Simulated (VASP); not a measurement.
# GdN (Fm-3m) in VASP: notebook

Aim: see how the results for GdN move with the level of theory and the settings. Levels: r2SCAN+rVV10+U, r2SCAN+D4+U. Tasks: single point.

All numbers are computed with VASP 6.6.1; they aren't measurements. Logs are shortened: lines on timing, memory, paths and dates and some standing lists are left out, and cuts for length are marked.

## Step 1: The cell of the first run

The structure is cubic, space group Fm-3m (No. 225). The conventional cell has a = 4.969 Å, b = 4.969 Å, c = 4.969 Å, α = 90.00°, β = 90.00°, γ = 90.00°. Gd (site symmetry m-3m) has 6 N at 2.48 Å within 3.3 Å. N (site symmetry m-3m) has 6 Gd at 2.48 Å within 3.3 Å.

## Step 2: Single point, r2SCAN+rVV10+U, collinear spin, ferrimagnetic start

POSCAR

```
GdN
1.0
    0.0000000000      2.4845656322      2.4845656322
    2.4845656322      0.0000000000      2.4845656322
    2.4845656322      2.4845656322      0.0000000000
Gd N
1 1
Direct
    0.5000000000      0.5000000000      0.5000000000
    0.0000000000      0.0000000000      0.0000000000
```

INCAR.step1

```
SYSTEM = GdN
PREC = Accurate
ENCUT = 520
ISMEAR = 0
SIGMA = 0.05
LREAL = .FALSE.
LASPH = .TRUE.
NELM = 150
ISPIN = 2
MAGMOM = 7.65 -0.18
LMAXMIX = 6
LDAU = .TRUE.
LDAUTYPE = 2
LDAUL = 3 -1
LDAUU = 4 0
LDAUJ = 0 0
NBANDS = 22
GGA = PE
ALGO = Normal
EDIFF = 1E-4
LWAVE = .TRUE.
LCHARG = .FALSE.
```

INCAR.step2

```
SYSTEM = GdN
PREC = Accurate
ENCUT = 520
EDIFF = 1E-7
ISMEAR = 0
SIGMA = 0.05
LREAL = .FALSE.
LASPH = .TRUE.
NELM = 150
ALGO = Normal
ISIF = 2
LWAVE = .FALSE.
LCHARG = .TRUE.
ISPIN = 2
MAGMOM = 7.65 -0.18
LORBIT = 11
LMAXMIX = 6
LDAU = .TRUE.
LDAUTYPE = 2
LDAUL = 3 -1
LDAUU = 4 0
LDAUJ = 0 0
LDAUPRINT = 1
METAGGA = R2SCAN
LMIXTAU = .TRUE.
LUSE_VDW = .TRUE.
IVDW_NL = 2
BPARAM = 11.95
CPARAM = 0.0093
LELF = .TRUE.
LVHAR = .TRUE.
NBANDS = 22
ISTART = 1
```

KPOINTS

```
regular mesh
0
G
  8 8 8
  0 0 0
```

Potentials or basis: VASP PAW PBE potentials, release 64 (Gd, N).

On the command line:

```sh
> cat potpaw_PBE.64/Gd/POTCAR potpaw_PBE.64/N/POTCAR > POTCAR
> cp INCAR.step1 INCAR
> mpirun -np 1 vasp_std > vasp.out
> cp INCAR.step2 INCAR
> mpirun -np 1 vasp_std > vasp.out
```

OUTCAR:

```text
SYSTEM = GdN
   PREC = Accurate
   ENCUT = 520
   EDIFF = 1E-7
   ISMEAR = 0
   LREAL = .FALSE.
   LASPH = .TRUE.
   NELM = 150
   ISIF = 2
   ISPIN = 2
   LORBIT = 11
   METAGGA = R2SCAN
   IVDW_NL = 2
   BPARAM = 11.95
   ISTART = 1

 ion  position               nearest neighbor table
   1  0.500  0.500  0.500-   2 2.48   2 2.48   2 2.48   2 2.48   2 2.48   2 2.48
   2  0.000  0.000  0.000-   1 2.48   1 2.48   1 2.48   1 2.48   1 2.48   1 2.48

  LATTYP: Found a face centered cubic cell.
 ALAT       =     4.9691312644

  Lattice vectors:

 A1 = (   0.0000000000,   2.4845656322,   2.4845656322)
 A2 = (   2.4845656322,   0.0000000000,   2.4845656322)
 A3 = (   2.4845656322,   2.4845656322,   0.0000000000)

Analysis of symmetry for initial positions (statically):
=====================================================================
 Subroutine PRICEL returns:
 Original cell was already a primitive cell.

 Routine SETGRP: Setting up the symmetry group for a
 face centered cubic supercell.

 Subroutine GETGRP returns: Found 48 space group operations
 (whereof 48 operations were pure point group operations)
 out of a pool of 48 trial point group operations.

The static configuration has the point symmetry O_h .

Analysis of symmetry for dynamics (positions and initial velocities):
=====================================================================
 Subroutine PRICEL returns:
 Original cell was already a primitive cell.

 Routine SETGRP: Setting up the symmetry group for a
 face centered cubic supercell.

 Subroutine GETGRP returns: Found 48 space group operations
 (whereof 48 operations were pure point group operations)
 out of a pool of 48 trial point group operations.

The dynamic configuration has the point symmetry O_h .

Analysis of structural, dynamic, and magnetic symmetry:
=====================================================================
 Subroutine PRICEL returns:
 Original cell was already a primitive cell.

 Routine SETGRP: Setting up the symmetry group for a
 face centered cubic supercell.

 Subroutine GETGRP returns: Found 48 space group operations
 (whereof 48 operations were pure point group operations)
 out of a pool of 48 trial point group operations.

The overall configuration has the point symmetry O_h .

 Subroutine INISYM returns: Found 48 space group operations
 (whereof 48 operations are pure point group operations),
 and found     1 'primitive' translations

----------------------------------------------------------------------------------------

                                     Primitive cell

  volume of cell :      30.6748

  direct lattice vectors                    reciprocal lattice vectors
     0.000000000  2.484565632  2.484565632    -0.201242420  0.201242420  0.201242420
     2.484565632  0.000000000  2.484565632     0.201242420 -0.201242420  0.201242420
     2.484565632  2.484565632  0.000000000     0.201242420  0.201242420 -0.201242420

  length of vectors
     3.513706414  3.513706414  3.513706414     0.348562096  0.348562096  0.348562096

  position of ions in fractional coordinates (direct lattice)
     0.500000000  0.500000000  0.500000000
     0.000000000  0.000000000  0.000000000

  ion indices of the primitive-cell ions
   primitive index   ion index
                 1           1
                 2           2

----------------------------------------------------------------------------------------

[... 77 lines left out ...]
   POTIM  = 0.5000    time-step for ionic-motion
   TEBEG  =    0.0;   TEEND  =   0.0 temperature during run
   PSTRESS=    0.0 pullay stress
   NELECT =      23.0000    total number of electrons
   NUPDOWN=      -1.0000    fix difference up-down
   EMIN   =  10.00;   EMAX   =-10.00  energy-range for DOS
   EFERMI =   0.00;   METHOD = LEGACY
   ISMEAR =     0;   SIGMA  =   0.05  broadening in eV -4-tet -1-fermi 0-gaus
   EFERMI_NEDOS =   21; number of points for ismear=-14 and -15
   IALGO  =     38    algorithm
   IMIX   =      4    mixing-type and parameters
     AMIX     =   0.40;   BMIX     =  1.00
     AMIX_MAG =   1.60;   BMIX_MAG =  1.00
  volume/ion in A,a.u.               =      15.34       103.50
  Fermi-wavevector in a.u.,A,eV,Ry     =   1.487272  2.810536 30.095774  2.211977
  Thomas-Fermi vector in A             =   2.600453
   LORBIT       =     11    0 simple, 1 ext, 2 COOP (PROOUT), +10 PAW based schemes
 LDA+U is selected, type is set to LDAUTYPE =  2
   angular momentum for each species LDAUL =     3   -1
   U (eV)           for each species LDAUU =   4.0  0.0
   J (eV)           for each species LDAUJ =   0.0  0.0
   METAGGA = R2SCAN    functional components
   LHFCALC =     F    Hartree Fock is set to
   AEXX    =    0.0000 exact exchange contribution
   IVDW_NL    =     2    kernel type
   BPARAM     =11.9500
   IVDW    =     0    specifies the selected vdW correction
   LEPSILON=     F    determine dielectric tensor
   LRPA    =     F    only Hartree local field effects (RPA)
 spin polarized calculation
 Gauss-broadening in eV      SIGMA  =   0.05
  energy-cutoff  :      520.00
  volume of cell :       30.67
 maximum number of plane-waves:       869
 NGX is ok and might be reduce to    28
   NGX = 13   NGY = 13   NGZ = 13

atom =   1  type =  1  l = 3

 onsite density matrix

spin component  1

  0.9918 -0.0000  0.0011 -0.0000  0.0000 -0.0000 -0.0000
 -0.0000  0.9889 -0.0000  0.0000 -0.0000 -0.0000  0.0000
  0.0011 -0.0000  0.9913 -0.0000  0.0000  0.0000  0.0000
 -0.0000  0.0000 -0.0000  0.9926 -0.0000 -0.0000  0.0000
  0.0000 -0.0000  0.0000 -0.0000  0.9913 -0.0000 -0.0011
 -0.0000 -0.0000  0.0000 -0.0000 -0.0000  0.9904 -0.0000
 -0.0000  0.0000  0.0000  0.0000 -0.0011 -0.0000  0.9918

spin component  2

  0.0082  0.0000  0.0036  0.0000  0.0000 -0.0000 -0.0000
  0.0000  0.0003  0.0000 -0.0000 -0.0000  0.0000 -0.0000
  0.0036  0.0000  0.0063  0.0000  0.0000 -0.0000 -0.0000
  0.0000 -0.0000  0.0000  0.0110 -0.0000 -0.0000  0.0000
  0.0000 -0.0000  0.0000 -0.0000  0.0063  0.0000 -0.0036
 -0.0000  0.0000 -0.0000 -0.0000  0.0000  0.0035 -0.0000
 -0.0000 -0.0000 -0.0000  0.0000 -0.0036 -0.0000  0.0082

 occupancies and eigenvectors

  o =  0.0003  v =  0.0000  0.0000  0.0000  0.0000  0.0000  0.0000  0.0000  0.0000  1.0000 -0.0000  0.0000 -0.0000 -0.0000  0.0000      0.0000  0.0000  0.0000  0.0000  0.0000  0.0000  0.0000  0.0000  0.0000  0.0000  0.0000  0.0000  0.0000  0.0000
  o =  0.0035  v =  0.0000  0.0000  0.0000  0.0000  0.0000  0.0000  0.0000  0.6124 -0.0000 -0.7906 -0.0000 -0.0001 -0.0005 -0.0001      0.0000  0.0000  0.0000  0.0000  0.0000  0.0000  0.0000  0.0000  0.0000  0.0000  0.0000  0.0000  0.0000  0.0000
  o =  0.0035  v =  0.0000  0.0000  0.0000  0.0000  0.0000  0.0000  0.0000 -0.0003 -0.0000  0.0004 -0.0000  0.0004 -1.0000  0.0003      0.0000  0.0000  0.0000  0.0000  0.0000  0.0000  0.0000  0.0000  0.0000  0.0000  0.0000  0.0000  0.0000  0.0000
  o =  0.0035  v =  0.0000  0.0000  0.0000  0.0000  0.0000  0.0000  0.0000  0.0001  0.0000 -0.0001 -0.0000  0.7906  0.0005  0.6124      0.0000  0.0000  0.0000  0.0000  0.0000  0.0000  0.0000  0.0000  0.0000  0.0000  0.0000  0.0000  0.0000  0.0000
  o =  0.0110  v =  0.0000  0.0000  0.0000  0.0000  0.0000  0.0000  0.0000 -0.7906 -0.0000 -0.6124  0.0002  0.0004  0.0000 -0.0005      0.0000  0.0000  0.0000  0.0000  0.0000  0.0000  0.0000  0.0000  0.0000  0.0000  0.0000  0.0000  0.0000  0.0000
  o =  0.0110  v =  0.0000  0.0000  0.0000  0.0000  0.0000  0.0000  0.0000  0.0005 -0.0000  0.0004  0.0018  0.6124  0.0000 -0.7906      0.0000  0.0000  0.0000  0.0000  0.0000  0.0000  0.0000  0.0000  0.0000  0.0000  0.0000  0.0000  0.0000  0.0000
  o =  0.0110  v =  0.0000  0.0000  0.0000  0.0000  0.0000  0.0000  0.0000 -0.0001  0.0000 -0.0001 -1.0000  0.0011  0.0000 -0.0014      0.0000  0.0000  0.0000  0.0000  0.0000  0.0000  0.0000  0.0000  0.0000  0.0000  0.0000  0.0000  0.0000  0.0000
  o =  0.9889  v = -0.0000 -1.0000  0.0000  0.0000 -0.0000  0.0000  0.0000  0.0000  0.0000  0.0000  0.0000  0.0000  0.0000  0.0000      0.0000  0.0000  0.0000  0.0000  0.0000  0.0000  0.0000  0.0000  0.0000  0.0000  0.0000  0.0000  0.0000  0.0000
  o =  0.9904  v = -0.0002 -0.0000  0.0002 -0.0000 -0.0236 -0.9996 -0.0183  0.0000  0.0000  0.0000  0.0000  0.0000  0.0000  0.0000      0.0000  0.0000  0.0000  0.0000  0.0000  0.0000  0.0000  0.0000  0.0000  0.0000  0.0000  0.0000  0.0000  0.0000
  o =  0.9904  v =  0.0764 -0.0000 -0.0987  0.0000  0.7840 -0.0296  0.6073  0.0000  0.0000  0.0000  0.0000  0.0000  0.0000  0.0000      0.0000  0.0000  0.0000  0.0000  0.0000  0.0000  0.0000  0.0000  0.0000  0.0000  0.0000  0.0000  0.0000  0.0000
  o =  0.9904  v =  0.6076 -0.0000 -0.7844 -0.0000 -0.0986  0.0034 -0.0764  0.0000  0.0000  0.0000  0.0000  0.0000  0.0000  0.0000      0.0000  0.0000  0.0000  0.0000  0.0000  0.0000  0.0000  0.0000  0.0000  0.0000  0.0000  0.0000  0.0000  0.0000
  o =  0.9926  v =  0.0000  0.0000  0.0000  1.0000  0.0045 -0.0000 -0.0058  0.0000  0.0000  0.0000  0.0000  0.0000  0.0000  0.0000      0.0000  0.0000  0.0000  0.0000  0.0000  0.0000  0.0000  0.0000  0.0000  0.0000  0.0000  0.0000  0.0000  0.0000
  o =  0.9926  v = -0.0000 -0.0000 -0.0000 -0.0073  0.6124 -0.0000 -0.7905  0.0000  0.0000  0.0000  0.0000  0.0000  0.0000  0.0000      0.0000  0.0000  0.0000  0.0000  0.0000  0.0000  0.0000  0.0000  0.0000  0.0000  0.0000  0.0000  0.0000  0.0000
  o =  0.9926  v =  0.7906  0.0000  0.6124 -0.0000  0.0000  0.0000 -0.0000  0.0000  0.0000  0.0000  0.0000  0.0000  0.0000  0.0000      0.0000  0.0000  0.0000  0.0000  0.0000  0.0000  0.0000  0.0000  0.0000  0.0000  0.0000  0.0000  0.0000  0.0000

 number of electron      23.0000006 magnetization       7.0000010

 Free energy of the ion-electron system (eV)
  ---------------------------------------------------
  ext. energy  EPLUGINS =         0.00000000
  ---------------------------------------------------
  free energy    TOTEN  =       -53.05330734 eV

  energy without entropy =      -53.05330715  energy(sigma->0) =      -53.05330725

 E-fermi :   3.7753     XC(G=0): -12.3425

 val. band max:        3.6326327806   @ k =   0.1250   0.1250   0.0000
 cond. band min:       3.9121699246   @ k =   0.3750   0.3750   0.0000
 fundamental gap:      0.2795371441
 Fermi energy:         3.7753345898

 spin component 1

 k-point     1 :       0.0000    0.0000    0.0000
  band No.  band energies     occupation
      1     -41.5241      1.00000
      2     -17.8375      1.00000
      3     -17.8374      1.00000
      4     -17.8374      1.00000
      5      -9.9509      1.00000
      6      -1.9798      1.00000
[... 1193 lines left out ...]
     21      16.6001      0.00000
     22      17.8758      0.00000

 [... further k-points ...]

------------------------ aborting loop because EDIFF is reached ----------------------------------------

  FORCE on cell =-STRESS in cart. coord.  units (eV):
  Direction    XX          YY          ZZ          XY          YZ          ZX
  --------------------------------------------------------------------------------------
  -------------------------------------------------------------------------------------
  Total        0.0949862      0.0949862      0.0949862      0.0000000      0.0000000     -0.0000000
  in kB        4.9612331      4.9612331      4.9612331      0.0000000      0.0000000     -0.0000000
  external PRESSURE =       4.9612331 kB  Pullay stress =       0.0000000 kB

 VOLUME and BASIS-vectors are now :
 -----------------------------------------------------------------------------
  energy-cutoff  :      520.00
  volume of cell :       30.67
      direct lattice vectors                 reciprocal lattice vectors
     0.000000000  2.484565632  2.484565632    -0.201242420  0.201242420  0.201242420
     2.484565632  0.000000000  2.484565632     0.201242420 -0.201242420  0.201242420
     2.484565632  2.484565632  0.000000000     0.201242420  0.201242420 -0.201242420

 POSITION                                       TOTAL-FORCE (eV/Angst)
 -----------------------------------------------------------------------------------
      2.48457      2.48457      2.48457        -0.000000     -0.000000     -0.000000
      0.00000      0.00000      0.00000         0.000000      0.000000      0.000000
 -----------------------------------------------------------------------------------
    total drift:                                0.000000      0.000000      0.000000

  FREE ENERGIE OF THE ION-ELECTRON SYSTEM (eV)
  ---------------------------------------------------
  free  energy   TOTEN  =       -53.0533073403 eV

  energy  without entropy=      -53.0533071520  energy(sigma->0) =      -53.05330725

 total charge

# of ion       s       p       d       f       tot
--------------------------------------------------
    1        2.040   5.697   0.524   6.975  15.235
    2        1.253   2.422   0.000   0.000   3.675
--------------------------------------------------
tot          3.293   8.119   0.524   6.975  18.911

 magnetization (x)

# of ion       s       p       d       f       tot
--------------------------------------------------
    1       -0.011  -0.133   0.079   6.889   6.825
    2       -0.012  -0.125   0.000   0.000  -0.137
--------------------------------------------------
tot         -0.023  -0.257   0.079   6.889   6.688
```

Run time: 2.6 min. Hardware: 1 thread of AMD EPYC 9R45 (Zen 5), shared host; peak memory 0.28 GiB.

What came out:

```yaml
Free_energy: -53.0533 eV
Pressure: 0.5 GPa
Band_gap_on_the_k_mesh: zero (filled and empty bands overlap)
Net_moment: 7.00 μB per cell
Site_moments: Gd +6.83; N -0.14 μB
Valence_electrons_inside_the_program's_atomic_spheres: Gd 15.23; N 3.67
```

Levels at points of the mesh, in eV from the Fermi level:
Spin up:
```csv
k point,band 13,band 14,band 15,band 16,band 17,band 18
"(0.00, 0.00, 0.00)",0.20,0.20,0.20,2.83,2.83,2.83
"(0.50, 0.00, 0.00)",-4.39,-2.58,-2.58,5.66,6.31,6.31
"(0.50, 0.50, 0.00)",-1.41,-0.22,-0.22,-0.19,6.89,7.11
```
Spin down:
```tsv
k point	band 4	band 5	band 6	band 7	band 8	band 9	band 10	band 11	band 12	band 13
(0.00, 0.00, 0.00)	-18.99	-13.80	-0.56	-0.56	-0.56	3.78	3.78	3.78	4.60	4.81
(0.50, 0.00, 0.00)	-19.10	-11.77	-4.07	-2.52	-2.52	4.84	5.22	5.22	5.58	5.58
(0.50, 0.50, 0.00)	-19.44	-13.59	-1.04	-0.59	-0.59	0.57	5.33	5.33	5.47	5.47
```

Eigenvalues of the final occupation matrices:
| site | spin | trace | eigenvalues |
| --- | --- | --- | --- |
| site 1 f | 1 | 6.94 | 0.99 0.99 0.99 0.99 0.99 0.99 0.99 |
| site 1 f | 2 | 0.04 | 0.00 0.00 0.00 0.00 0.01 0.01 0.01 |

Caveat: the PAW data sets were made with another functional, which shifts forces and pressure a little; spin-orbit coupling is left out, which moves the levels of the heavy elements; a cell with one magnetic atom can't hold antiferromagnetic order, which such compounds often take.

## Step 3: Single point, r2SCAN+D4+U, collinear spin, ferrimagnetic start

POSCAR

```
GdN
1.0
    0.0000000000      2.4852765396      2.4852765396
    2.4852765396      0.0000000000      2.4852765396
    2.4852765396      2.4852765396      0.0000000000
Gd N
1 1
Direct
    0.5000000000      0.5000000000      0.5000000000
    0.0000000000      0.0000000000      0.0000000000
```

INCAR.step1

```
SYSTEM = GdN
PREC     = Accurate       ! precision mode
ENCUT    = 520            ! plane-wave cutoff, eV
ISMEAR   = 0              ! smearing method
SIGMA    = 0.05           ! smearing width, eV
LREAL    = .False.        ! projectors in reciprocal space
LASPH    = .True.         ! aspherical terms in the spheres
NELM     = 150            ! most SCF steps
ISPIN    = 2              ! spin polarisation
MAGMOM   = 7.65 -0.18     ! initial moments
LMAXMIX  = 6              ! l up to which the mixer works
LDAU     = .True.         ! DFT+U
LDAUTYPE = 2            
LDAUL    = 3 -1           ! shell
LDAUU    = 4 0            ! U, eV
LDAUJ    = 0 0          
NBANDS   = 22             ! bands
GGA      = PE             ! functional
ALGO     = Normal         ! electronic algorithm
EDIFF    = 1E-4           ! SCF threshold, eV
LWAVE    = .True.         ! write WAVECAR
LCHARG   = .False.        ! write CHGCAR
```

INCAR.step2

```
SYSTEM = GdN
PREC     = Accurate       ! precision mode
ENCUT    = 520            ! plane-wave cutoff, eV
EDIFF    = 1E-7           ! SCF threshold, eV
ISMEAR   = 0              ! smearing method
SIGMA    = 0.05           ! smearing width, eV
LREAL    = .False.        ! projectors in reciprocal space
LASPH    = .True.         ! aspherical terms in the spheres
NELM     = 150            ! most SCF steps
ALGO     = Normal         ! electronic algorithm
ISIF     = 2              ! what is computed and relaxed
LWAVE    = .False.        ! write WAVECAR
LCHARG   = .False.        ! write CHGCAR
ISPIN    = 2              ! spin polarisation
MAGMOM   = 7.65 -0.18     ! initial moments
LORBIT   = 11             ! projections on sites
LMAXMIX  = 6              ! l up to which the mixer works
LDAU     = .True.         ! DFT+U
LDAUTYPE = 2            
LDAUL    = 3 -1           ! shell
LDAUU    = 4 0            ! U, eV
LDAUJ    = 0 0          
LDAUPRINT= 1            
METAGGA  = R2SCAN         ! meta-GGA
LMIXTAU  = .True.       
IVDW     = 13             ! dispersion correction
VDW_S6   = 1.0          
VDW_S8   = 0.6018749    
VDW_A1   = 0.51559235   
VDW_A2   = 5.77342911   
NBANDS   = 22             ! bands
ISTART   = 1
```

KPOINTS

```
regular mesh
0
Gamma
  8 8 8
  0 0 0
```

Potentials or basis: VASP PAW PBE potentials, release 64 (Gd, N).

On the command line:

```sh
> cat potpaw_PBE.64/Gd/POTCAR potpaw_PBE.64/N/POTCAR > POTCAR
> cp INCAR.step1 INCAR
> mpirun -np 1 vasp_std > vasp.out
> cp INCAR.step2 INCAR
> mpirun -np 1 vasp_std > vasp.out
```

It took 2.5 min on 1 thread of AMD EPYC 9R45 (Zen 5), shared host; peak memory 0.18 GiB.

The run converged. Its results:

* Free energy: -53.8542 eV
* Pressure: 0.3 GPa
* Band gap on the k mesh: zero (filled and empty bands overlap)
* Net moment: 7.00 μB per cell
* Site moments: Gd +6.83; N -0.14 μB
* Valence electrons inside the program's atomic spheres: Gd 15.24; N 3.68
* Dispersion energy per atom: -0.123 eV

Levels at points of the mesh, in eV from the Fermi level:
Spin up:
```tsv
k point	band 13	band 14	band 15	band 16	band 17	band 18
(0.00, 0.00, 0.00)	0.19	0.19	0.19	2.82	2.82	2.82
(0.50, 0.00, 0.00)	-4.38	-2.59	-2.59	5.65	6.28	6.28
(0.50, 0.50, 0.00)	-1.42	-0.24	-0.24	-0.17	6.85	7.09
```
Spin down:
```csv
k point,band 5,band 6,band 7,band 8,band 9,band 10,band 11,band 12
"(0.00, 0.00, 0.00)",-13.81,-0.57,-0.57,-0.57,3.78,3.78,3.78,4.62
"(0.50, 0.00, 0.00)",-11.79,-4.07,-2.53,-2.53,4.81,5.18,5.18,5.53
"(0.50, 0.50, 0.00)",-13.60,-1.05,-0.60,-0.60,0.59,5.29,5.29,5.42
```

Eigenvalues of the final occupation matrices:
| site | spin | trace | eigenvalues |
| --- | --- | --- | --- |
| site 1 f | 1 | 6.94 | 0.99 0.99 0.99 0.99 0.99 0.99 0.99 |
| site 1 f | 2 | 0.04 | 0.00 0.00 0.00 0.00 0.01 0.01 0.01 |

Caveat: the PAW data sets were made with another functional, which shifts forces and pressure a little; spin-orbit coupling is left out, which moves the levels of the heavy elements; a cell with one magnetic atom can't hold antiferromagnetic order, which such compounds often take; pairwise dispersion overbinds metals, which lowers pressure and volume.

(Continued in part 2 of 2.)
